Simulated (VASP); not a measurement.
Set up this calculation in VASP 6.6.1, as the native input.

```yaml
Task: single point
Functional: PBE
Potentials_or_basis: VASP PAW PBE potentials, release 64 (Ag, Nb_sv, Be, Cu)
Cutoff: 520 eV
k_mesh: 1 × 1 × 1, shifted
Occupations: fermi-dirac, width 0.0724 eV
Spin: no spin polarisation
Dipole_correction: no
Further_INCAR_settings: LREAL = Auto; ALGO = Normal; EDIFF = 1e-06; NBANDS = 100; ISYM = 0
```

The structure of BeNb2CuAg12 lies in POSCAR:

```
BeNb2CuAg12
1.0
    6.5133610000     -0.3026030000     -0.0497390000
   -0.3026030000      6.2459810000     -0.0287500000
   -0.0497390000     -0.0287500000      6.5065590000
Ag Nb Be Cu
12 2 1 1
Direct
    0.5048011132      0.4260251000      0.8246729991
    0.2537466234      0.1490917795      0.5852498213
    0.5337536549      0.9350548712      0.3078435469
    0.0289625084      0.3908384802      0.2822810294
    0.7927365526      0.1430980322      0.0357958779
   -0.0007139547      0.8754898660      0.7925952600
    0.7574066061      0.1902073501      0.6018081306
    0.0545217301      0.4453202467      0.8490212436
    0.7292746687      0.6522793076      0.0772333614
    0.7727672244      0.6128970133      0.5070754692
    0.4310246239      0.4348444988      0.3304394094
    0.5438690818      0.9002926758      0.8012706745
    0.0420105485      0.8758019639      0.2969011530
    0.2537551788      0.0996206349      0.0485048429
    0.2813591024      0.6814336306      0.0800487227
    0.2467125638      0.6753848018      0.5482322606
```

One way to write it, as run:

INCAR

```
SYSTEM = BeNb2CuAg12
ALGO = Normal ; EDIFF = 1E-6
ENCUT = 520 ; GGA = PE
ISIF = 2 ; ISMEAR = -1
ISYM = 0 ; LASPH = .True.
LCHARG = .False. ; LREAL = Auto
LWAVE = .False. ; NBANDS = 100
NELM = 100 ; PREC = Accurate
SIGMA = 0.0724
```

KPOINTS

```
Automatic mesh
0
Gamma
  1 1 1
  0.25 0.25 0.25
```

Potentials or basis: VASP PAW PBE potentials, release 64 (Ag, Nb_sv, Be, Cu).

The run is started by

```bash
$ cat potpaw_PBE.64/Ag/POTCAR potpaw_PBE.64/Nb_sv/POTCAR potpaw_PBE.64/Be/POTCAR potpaw_PBE.64/Cu/POTCAR > POTCAR
$ mpirun -np 1 vasp_std > vasp.out
```

It gave:

```json
{
  "Pressure": "8.8 GPa",
  "Largest force": "2.280 eV/Å"
}
```

Caveat: the k points lie up to 1.01 Å⁻¹ apart.

Wall time 2.3 min on 1 thread of Intel(R) Xeon(R) Platinum 8259CL CPU @ 2.50GHz (Skylake/Cascade Lake), with other jobs on the host, peak memory 0.34 GiB.
